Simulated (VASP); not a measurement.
Wanted: the native input for a VASP 6.6.1 run.

| Property | Result |
| --- | --- |
| Task | relaxation of cell and atoms |
| Functional | PBEsol |
| Potentials or basis | VASP PAW PBE potentials, release 64 (Hf_pv, Si) |
| Cutoff | 600 eV |
| k mesh | 10 × 10 × 10 |
| Occupations | gaussian, width 0.1 eV |
| Spin | no spin polarisation |
| Target pressure | 25 GPa |
| Dipole correction | no |
| Further INCAR settings | ALGO = Fast; EDIFF = 1e-06; IBRION = 2; EDIFFG = -0.008; NSW = 70; ISIF = 3 |

The structure of Hf2Si lies in POSCAR:

```
Hf2Si
1.0
   -3.1107031950      3.1107031950      2.4617560584
    3.1107031950     -3.1107031950      2.4617560584
    3.1107031950      3.1107031950     -2.4617560584
Hf Si
4 2
Direct
    0.8435490835      0.6564509165      0.5000000000
    0.3435490835      0.8435490835      0.1870981670
    0.1564509165      0.3435490835      0.5000000000
    0.6564509165      0.1564509165      0.8129018330
    0.7500000000      0.7500000000      0.0000000000
    0.2500000000      0.2500000000      0.0000000000
```

One way to write it, as run:

INCAR

```
SYSTEM = Hf2Si
  ALGO = Fast
  EDIFF = 1E-6
  EDIFFG = -0.008
  ENCUT = 600
  GGA = PS
  IBRION = 2
  ISIF = 3
  ISMEAR = 0
  LASPH = .True.
  LCHARG = .False.
  LREAL = .False.
  LWAVE = .False.
  NELM = 60
  NSW = 70
  PREC = Accurate
  PSTRESS = 250.0
  SIGMA = 0.1
```

KPOINTS

```
k-points
0
Gamma
  10 10 10
  0 0 0
```

Potentials or basis: VASP PAW PBE potentials, release 64 (Hf_pv, Si).

The run is started by

```sh
$ cat potpaw_PBE.64/Hf_pv/POTCAR potpaw_PBE.64/Si/POTCAR > POTCAR
$ mpirun -np 1 vasp_std > vasp.out
```

It gave:

The relaxed volume is 15.94 Å³/atom. The relaxed cell is a = 5.046 Å, b = 5.046 Å, c = 5.046 Å, α = 103.85°, β = 103.85°, γ = 121.42°. The space group after relaxing (to 0.1 Å) is I4/mcm (No. 140) and the energy change on relaxing (the run minimises the enthalpy) is -9.0 meV/atom. The ionic steps are 5 and the pressure after relaxing is 25.0 GPa. The largest force after relaxing is 0.005 eV/Å and the band gap on the k mesh is zero (bands 24 and 25 overlap by 0.91 eV).

Caveat: the cell is relaxed towards a set pressure, so the run minimises the enthalpy, not the energy; the PAW data sets were made with another functional, which shifts forces and pressure a little; spin-orbit coupling is left out, which moves the levels of the heavy elements.

Run time: 23 min on 1 thread of Intel(R) Xeon(R) 6975P-C (Granite Rapids) (shared host), peak memory 0.45 GiB.
